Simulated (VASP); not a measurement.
# SrTi2S2 (I4/mmm) in VASP: single point with r2SCAN+U

Aim: the single point of SrTi2S2 with r2SCAN+U.

Everything below comes from runs of VASP 6.6.1. Logs are shortened: lines on timing, memory, paths and dates and some standing lists are left out, and cuts for length are marked.

## Step 1: The cell of the first run

Symmetry: I4/mmm, No. 139, tetragonal system. The conventional cell has a = 3.779 Å, b = 3.779 Å, c = 12.788 Å, α = 90.00°, β = 90.00°, γ = 90.00°. Within 3.3 Å of S (site symmetry 4mm) lie 4 Ti at 2.36 Å and 4 Sr at 3.22 Å. Sr (site symmetry 4/mmm) has 8 S at 3.22 Å and 8 Ti at 3.71 Å and 4 Sr at 3.78 Å within 4.2 Å. Ti (site symmetry -4m2) has 4 S at 2.36 Å and 4 Ti at 2.67 Å within 3.1 Å.

## Step 2: Single point, r2SCAN+U

File POSCAR:

```
SrTi2S2
1.0
    0.0000000000      3.7787947100      0.0000000000
    3.7787947100      0.0000000000      0.0000000000
    1.8893968600      1.8893968600     -6.3938471500
S Sr Ti
2 1 2
Direct
    0.3600000000      0.3600000000      0.2800000000
    0.6400000000      0.6400000000      0.7200000000
    0.0000000000      0.0000000000      0.0000000000
    0.7500000000      0.2500000000      0.5000000000
    0.2500000000      0.7500000000      0.5000000000
```

File INCAR.step1:

```
SYSTEM = SrTi2S2
  ALGO = Normal
  EDIFF = 1E-4
  ENCUT = 520
  GGA = PE
  ISMEAR = -1
  LASPH = .True.
  LCHARG = .False.
  LDAU = .True.
  LDAUJ = 0 0 0
  LDAUL = -1 -1 2
  LDAUTYPE = 2
  LDAUU = 0 0 2.82
  LMAXMIX = 4
  LREAL = .False.
  LWAVE = .True.
  NBANDS = 31
  NELM = 150
  PREC = Accurate
  SIGMA = 0.0181
```

File INCAR.step2:

```
SYSTEM = SrTi2S2
  ALGO = Normal
  EDIFF = 1E-6
  ENCUT = 520
  ISIF = 2
  ISMEAR = -1
  ISTART = 1
  LASPH = .True.
  LCHARG = .True.
  LDAU = .True.
  LDAUJ = 0 0 0
  LDAUL = -1 -1 2
  LDAUPRINT = 1
  LDAUTYPE = 2
  LDAUU = 0 0 2.82
  LELF = .True.
  LMAXMIX = 4
  LMIXTAU = .True.
  LREAL = .False.
  LVHAR = .True.
  LWAVE = .False.
  METAGGA = R2SCAN
  NBANDS = 31
  NELM = 150
  PREC = Accurate
  SIGMA = 0.0181
```

File KPOINTS:

```
k-points
0
Gamma
  6 6 6
  0 0 0
```

Potentials or basis: VASP PAW PBE potentials, release 64 (S, Sr_sv, Ti_sv).

On the command line:

```console
> cat potpaw_PBE.64/S/POTCAR potpaw_PBE.64/Sr_sv/POTCAR potpaw_PBE.64/Ti_sv/POTCAR > POTCAR
> cp INCAR.step1 INCAR
> mpirun -np 1 vasp_std > vasp.out
> cp INCAR.step2 INCAR
> mpirun -np 1 vasp_std > vasp.out
```

OUTCAR:

```text
SYSTEM = SrTi2S2
   EDIFF = 1E-6
   ENCUT = 520
   ISIF = 2
   ISMEAR = -1
   ISTART = 1
   LASPH = .True.
   LREAL = .False.
   METAGGA = R2SCAN
   NELM = 150
   PREC = Accurate

 ion  position               nearest neighbor table
   1  0.360  0.360  0.280-   4 2.36   5 2.36   5 2.36   4 2.36   3 3.22   3 3.22   3 3.22   3 3.22

   2  0.640  0.640  0.720-   4 2.36   5 2.36   5 2.36   4 2.36   3 3.22   3 3.22   3 3.22   3 3.22

   3  0.000  0.000  0.000-   1 3.22   2 3.22   2 3.22   2 3.22   1 3.22   1 3.22   2 3.22   1 3.22
                             5 3.71   4 3.71   5 3.71   4 3.71   4 3.71   5 3.71   5 3.71   4 3.71
   4  0.750  0.250  0.500-   1 2.36   2 2.36   1 2.36   2 2.36   5 2.67   5 2.67   5 2.67   5 2.67
                             3 3.71   3 3.71   3 3.71   3 3.71
   5  0.250  0.750  0.500-   1 2.36   2 2.36   1 2.36   2 2.36   4 2.67   4 2.67   4 2.67   4 2.67
                             3 3.71   3 3.71   3 3.71   3 3.71

  LATTYP: Found a body centered tetragonal cell.
 ALAT       =     3.7787947100
 C/A-ratio  =     3.3840669529

  Lattice vectors:

 A1 = (  -1.8893968600,   1.8893978500,   6.3938471500)
 A2 = (   1.8893978500,  -1.8893968600,   6.3938471500)
 A3 = (   1.8893968600,   1.8893968600,  -6.3938471500)

Analysis of symmetry for initial positions (statically):
=====================================================================
 Subroutine PRICEL returns:
 Original cell was already a primitive cell.

 Routine SETGRP: Setting up the symmetry group for a
 body centered tetragonal supercell.

 Subroutine GETGRP returns: Found 16 space group operations
 (whereof 16 operations were pure point group operations)
 out of a pool of 16 trial point group operations.

The static configuration has the point symmetry D_4h.

Analysis of symmetry for dynamics (positions and initial velocities):
=====================================================================
 Subroutine PRICEL returns:
 Original cell was already a primitive cell.

 Routine SETGRP: Setting up the symmetry group for a
 body centered tetragonal supercell.

 Subroutine GETGRP returns: Found 16 space group operations
 (whereof 16 operations were pure point group operations)
 out of a pool of 16 trial point group operations.

The dynamic configuration has the point symmetry D_4h.

 Subroutine INISYM returns: Found 16 space group operations
 (whereof 16 operations are pure point group operations),
 and found     1 'primitive' translations

----------------------------------------------------------------------------------------

                                     Primitive cell

  volume of cell :      91.2996

  direct lattice vectors                    reciprocal lattice vectors
     0.000000000  3.778794710  0.000000000     0.000000000  0.264634646  0.078200160
     3.778794710  0.000000000  0.000000000     0.264634646  0.000000000  0.078200160
     1.889396860  1.889396860 -6.393847150     0.000000000  0.000000000 -0.156400361

  length of vectors
     3.778794710  3.778794710  6.929713008     0.275947025  0.275947025  0.156400361

  position of ions in fractional coordinates (direct lattice)
     0.360000000  0.360000000  0.280000000
     0.640000000  0.640000000  0.720000000
     0.000000000  0.000000000  0.000000000
     0.750000000  0.250000000  0.500000000
     0.250000000  0.750000000  0.500000000

  ion indices of the primitive-cell ions
   primitive index   ion index
                 1           1
                 2           2
                 3           3
                 4           4
                 5           5
[... 106 lines left out ...]
   LRPA    =     F    only Hartree local field effects (RPA)
 non-spin polarized calculation
  energy-cutoff  :      520.00
  volume of cell :       91.30
 maximum number of plane-waves:      2482
   NGX = 15   NGY = 15   NGZ = 25

atom =   4  type =  3  l = 2

 onsite density matrix

spin component  1

  0.3944  0.0000  0.0000  0.0000  0.0000
  0.0000  0.1805  0.0000  0.0000 -0.0000
  0.0000  0.0000  0.1831  0.0000  0.0000
  0.0000  0.0000  0.0000  0.1805  0.0000
  0.0000 -0.0000  0.0000  0.0000  0.1272

spin component  2

  0.3944  0.0000  0.0000  0.0000  0.0000
  0.0000  0.1805  0.0000  0.0000 -0.0000
  0.0000  0.0000  0.1831  0.0000  0.0000
  0.0000  0.0000  0.0000  0.1805  0.0000
  0.0000 -0.0000  0.0000  0.0000  0.1272

 occupancies and eigenvectors

  o =  0.1272  v =  0.0000 -0.0000  0.0000  0.0000 -1.0000  0.0000  0.0000  0.0000  0.0000  0.0000      0.0000  0.0000  0.0000  0.0000  0.0000  0.0000  0.0000  0.0000  0.0000  0.0000
  o =  0.1272  v =  0.0000  0.0000  0.0000  0.0000  0.0000  0.0000 -0.0000  0.0000  0.0000 -1.0000      0.0000  0.0000  0.0000  0.0000  0.0000  0.0000  0.0000  0.0000  0.0000  0.0000
  o =  0.1805  v =  0.0000 -0.7067  0.0000 -0.7075 -0.0000  0.0000  0.0000  0.0000  0.0000  0.0000      0.0000  0.0000  0.0000  0.0000  0.0000  0.0000  0.0000  0.0000  0.0000  0.0000
  o =  0.1805  v =  0.0000  0.0000  0.0000  0.0000  0.0000  0.0000 -0.7067  0.0000 -0.7075 -0.0000      0.0000  0.0000  0.0000  0.0000  0.0000  0.0000  0.0000  0.0000  0.0000  0.0000
  o =  0.1805  v = -0.0000  0.7075 -0.0000 -0.7067 -0.0000  0.0000  0.0000  0.0000  0.0000  0.0000      0.0000  0.0000  0.0000  0.0000  0.0000  0.0000  0.0000  0.0000  0.0000  0.0000
  o =  0.1805  v =  0.0000  0.0000  0.0000  0.0000  0.0000 -0.0000  0.7075 -0.0000 -0.7067 -0.0000      0.0000  0.0000  0.0000  0.0000  0.0000  0.0000  0.0000  0.0000  0.0000  0.0000
  o =  0.1831  v =  0.0000  0.0000  0.0000  0.0000  0.0000  0.0000 -0.0000 -1.0000 -0.0000 -0.0000      0.0000  0.0000  0.0000  0.0000  0.0000  0.0000  0.0000  0.0000  0.0000  0.0000
  o =  0.1831  v =  0.0000 -0.0000 -1.0000 -0.0000 -0.0000  0.0000  0.0000  0.0000  0.0000  0.0000      0.0000  0.0000  0.0000  0.0000  0.0000  0.0000  0.0000  0.0000  0.0000  0.0000
  o =  0.3944  v =  1.0000  0.0000  0.0000  0.0000  0.0000  0.0000  0.0000  0.0000  0.0000  0.0000      0.0000  0.0000  0.0000  0.0000  0.0000  0.0000  0.0000  0.0000  0.0000  0.0000
  o =  0.3944  v =  0.0000  0.0000  0.0000  0.0000  0.0000  1.0000  0.0000  0.0000  0.0000  0.0000      0.0000  0.0000  0.0000  0.0000  0.0000  0.0000  0.0000  0.0000  0.0000  0.0000

atom =   5  type =  3  l = 2

 onsite density matrix

spin component  1

  0.3944  0.0000  0.0000  0.0000  0.0000
  0.0000  0.1805  0.0000  0.0000 -0.0000
  0.0000  0.0000  0.1831  0.0000  0.0000
  0.0000  0.0000  0.0000  0.1805  0.0000
  0.0000 -0.0000  0.0000  0.0000  0.1272

spin component  2

  0.3944  0.0000  0.0000  0.0000  0.0000
  0.0000  0.1805  0.0000  0.0000 -0.0000
  0.0000  0.0000  0.1831  0.0000  0.0000
  0.0000  0.0000  0.0000  0.1805  0.0000
  0.0000 -0.0000  0.0000  0.0000  0.1272

 occupancies and eigenvectors

  o =  0.1272  v =  0.0000 -0.0000  0.0000  0.0000 -1.0000  0.0000  0.0000  0.0000  0.0000  0.0000      0.0000  0.0000  0.0000  0.0000  0.0000  0.0000  0.0000  0.0000  0.0000  0.0000
  o =  0.1272  v =  0.0000  0.0000  0.0000  0.0000  0.0000  0.0000 -0.0000  0.0000  0.0000 -1.0000      0.0000  0.0000  0.0000  0.0000  0.0000  0.0000  0.0000  0.0000  0.0000  0.0000
  o =  0.1805  v =  0.0000 -0.7070  0.0000 -0.7072 -0.0000  0.0000  0.0000  0.0000  0.0000  0.0000      0.0000  0.0000  0.0000  0.0000  0.0000  0.0000  0.0000  0.0000  0.0000  0.0000
  o =  0.1805  v =  0.0000  0.0000  0.0000  0.0000  0.0000  0.0000 -0.7070  0.0000 -0.7072 -0.0000      0.0000  0.0000  0.0000  0.0000  0.0000  0.0000  0.0000  0.0000  0.0000  0.0000
  o =  0.1805  v = -0.0000  0.7072 -0.0000 -0.7070 -0.0000  0.0000  0.0000  0.0000  0.0000  0.0000      0.0000  0.0000  0.0000  0.0000  0.0000  0.0000  0.0000  0.0000  0.0000  0.0000
  o =  0.1805  v =  0.0000  0.0000  0.0000  0.0000  0.0000 -0.0000  0.7072 -0.0000 -0.7070 -0.0000      0.0000  0.0000  0.0000  0.0000  0.0000  0.0000  0.0000  0.0000  0.0000  0.0000
  o =  0.1831  v =  0.0000  0.0000  0.0000  0.0000  0.0000  0.0000 -0.0000 -1.0000 -0.0000 -0.0000      0.0000  0.0000  0.0000  0.0000  0.0000  0.0000  0.0000  0.0000  0.0000  0.0000
  o =  0.1831  v =  0.0000 -0.0000 -1.0000 -0.0000 -0.0000  0.0000  0.0000  0.0000  0.0000  0.0000      0.0000  0.0000  0.0000  0.0000  0.0000  0.0000  0.0000  0.0000  0.0000  0.0000
  o =  0.3944  v =  1.0000  0.0000  0.0000  0.0000  0.0000  0.0000  0.0000  0.0000  0.0000  0.0000      0.0000  0.0000  0.0000  0.0000  0.0000  0.0000  0.0000  0.0000  0.0000  0.0000
  o =  0.3944  v =  0.0000  0.0000  0.0000  0.0000  0.0000  1.0000  0.0000  0.0000  0.0000  0.0000      0.0000  0.0000  0.0000  0.0000  0.0000  0.0000  0.0000  0.0000  0.0000  0.0000

 number of electron      46.0000002 magnetization

 Free energy of the ion-electron system (eV)
  ---------------------------------------------------
  ext. energy  EPLUGINS =         0.00000000
  ---------------------------------------------------
  free energy    TOTEN  =       -58.89466092 eV

  energy without entropy =      -58.89141675  energy(sigma->0) =      -58.89303884

 E-fermi :   8.3230     XC(G=0): -11.3645

 val. band max:        8.3148757186   @ k =  -0.1667   0.0000   0.3333
 cond. band min:       8.3288924480   @ k =  -0.1667   0.5000   0.1667
 fundamental gap:      0.0140167294
 Fermi energy:         8.3229524106

 k-point     1 :       0.0000    0.0000    0.0000
  band No.  band energies     occupation
      1     -51.2779      2.00000
      2     -51.0424      2.00000
      3     -29.5722      2.00000
      4     -26.7781      2.00000
      5     -26.7611      2.00000
      6     -26.7611      2.00000
[... 805 lines left out ...]
     30      11.3682      0.00000
     31      11.6919      0.00000

 [... further k-points ...]

------------------------ aborting loop because EDIFF is reached ----------------------------------------

  FORCE on cell =-STRESS in cart. coord.  units (eV):
  Direction    XX          YY          ZZ          XY          YZ          ZX
  --------------------------------------------------------------------------------------
  -------------------------------------------------------------------------------------
  Total        7.9564924      7.9564924      7.0387563      0.0000000      0.0000005      0.0000005
  in kB      139.6250653    139.6250653    123.5201082      0.0000000      0.0000096      0.0000096
  external PRESSURE =     134.2567462 kB  Pullay stress =       0.0000000 kB

 VOLUME and BASIS-vectors are now :
 -----------------------------------------------------------------------------
  energy-cutoff  :      520.00
  volume of cell :       91.30
      direct lattice vectors                 reciprocal lattice vectors
     0.000000000  3.778794710  0.000000000     0.000000000  0.264634646  0.078200160
     3.778794710  0.000000000  0.000000000     0.264634646  0.000000000  0.078200160
     1.889396860  1.889396860 -6.393847150     0.000000000  0.000000000 -0.156400361

 POSITION                                       TOTAL-FORCE (eV/Angst)
 -----------------------------------------------------------------------------------
      1.88940      1.88940     -1.79028         0.000000      0.000000      2.990856
      3.77879      3.77879     -4.60357        -0.000000     -0.000000     -2.990856
      0.00000      0.00000      0.00000         0.000000     -0.000000      0.000000
      1.88940      3.77879     -3.19692        -0.000000      0.000000      0.000000
      3.77879      1.88940     -3.19692         0.000000      0.000000      0.000000
 -----------------------------------------------------------------------------------
    total drift:                                0.000000      0.000000     -0.000000

  FREE ENERGIE OF THE ION-ELECTRON SYSTEM (eV)
  ---------------------------------------------------
  free  energy   TOTEN  =       -58.8946609247 eV

  energy  without entropy=      -58.8914167498  energy(sigma->0) =      -58.89303884
```

Wall time 11 min (1 thread of AMD EPYC, shared host); peak memory 0.23 GiB.

Results:

```yaml
Free_energy: -58.8947 eV
Pressure: 13.4 GPa
Largest_force: 2.991 eV/Å
Band_gap_on_the_k_mesh: zero (bands 23 and 24 overlap by 1.54 eV)
```

Forces on the atoms (eV/Å):
```
S    0.000  0.000  2.991
S    0.000  0.000 -2.991
Sr   0.000  0.000  0.000
Ti   0.000  0.000  0.000
Ti   0.000  0.000  0.000
```

Stress tensor (GPa, compression positive):
```
13.96  0.00  0.00
 0.00 13.96  0.00
 0.00  0.00 12.35
```

Levels at points of the mesh, in eV from the Fermi level:
```tsv
k point	band 19	band 20	band 21	band 22	band 23	band 24	band 25	band 26	band 27	band 28
(0.00, 0.00, 0.00)	-4.82	-4.82	-2.16	-0.52	0.27	0.37	0.39	0.87	2.55	2.55
(0.50, 0.00, 0.00)	-5.27	-5.07	-0.30	-0.11	-0.10	0.03	0.83	1.26	1.34	1.81
(0.50, 0.50, 0.00)	-5.59	-4.44	-2.11	-1.49	-1.10	-1.01	1.58	1.88	2.70	2.71
(0.00, 0.00, 0.50)	-4.76	-4.76	-2.16	-1.62	-0.49	0.73	2.20	2.66	2.93	2.93
```

Eigenvalues of the final occupation matrices:
```
    site  spin  trace               eigenvalues
site 4 d     1   1.07  0.13 0.18 0.18 0.18 0.39
site 4 d     2   1.07  0.13 0.18 0.18 0.18 0.39
site 5 d     1   1.07  0.13 0.18 0.18 0.18 0.39
site 5 d     2   1.07  0.13 0.18 0.18 0.18 0.39
```

Caveat: the cell stands under pressure; the PAW data sets were made with another functional, which shifts forces and pressure a little; U without spin polarisation on a metal has little footing.
